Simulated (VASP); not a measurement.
Pd, 1 atom in the cell. The structure is cubic, space group Fm-3m (No. 225). The conventional cell has a = 3.844 Å, b = 3.844 Å, c = 3.844 Å, α = 90.00°, β = 90.00°, γ = 90.00°. Within 3.6 Å of Pd (site symmetry m-3m) lie 12 Pd at 2.72 Å. 

```yaml
Program: VASP 6.6.1
Task: single point
Functional: LDA
Potentials_or_basis: VASP PAW LDA potentials, release 64 (Pd)
Cutoff: 520 eV
k_mesh: 16 × 16 × 16
Occupations: fermi-dirac, width 0.15 eV
Spin: no spin polarisation
Dipole_correction: no
Further_INCAR_settings: ALGO = Fast; EDIFF = 1e-07; NBANDS = 11
```

Potentials or basis: VASP PAW LDA potentials, release 64 (Pd).

Run with:

```sh
$ cat potpaw_LDA.64/Pd/POTCAR > POTCAR
$ mpirun -np 1 vasp_std > vasp.out
```

Hardware: 1 thread of AMD EPYC 7R13 (shared host).

Question: How long does it take, and how much memory?

Answer: Wall time 37 s on 1 thread of AMD EPYC 7R13, with other jobs on the host, peak memory 0.1 GiB. Counts: scf iterations 13, k points 145.
